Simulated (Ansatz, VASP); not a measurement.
## Two plane-wave programs on BeTe

```
CELL_PARAMETERS angstrom
0.00000 2.80337 2.80337
2.80337 0.00000 2.80337
2.80337 2.80337 0.00000
ATOMIC_POSITIONS crystal
Be 0.00000 0.00000 0.00000
Te 0.25000 0.25000 0.25000
```

Alike in both runs: task single point; functional PBE; k mesh 6 × 6 × 6; no spin polarisation.

```csv
,VASP,Ansatz
version,VASP 6.6.1,Ansatz 0.2.0
potentials or method,"VASP PAW PBE potentials, release 64 (Be, Te)","plane waves, PAW"
plane-wave cutoff (eV),520,420
occupations,"gaussian, width 0.01 eV",fixed
valence electrons in the cell,8,18
```

|  | VASP | Ansatz | Ansatz less VASP |
| --- | --- | --- | --- |
| gap on the k mesh at the Fermi level (eV) | 1.94 | 1.95 | +0.015 |
| pressure (GPa) | 2.0 | 1.9 | -0.16 |

VASP's potentials hold 8 valence electrons a cell and Ansatz's 18, so a difference there can come from the potentials and not from the codes.

Neither program's run includes spin-orbit coupling.
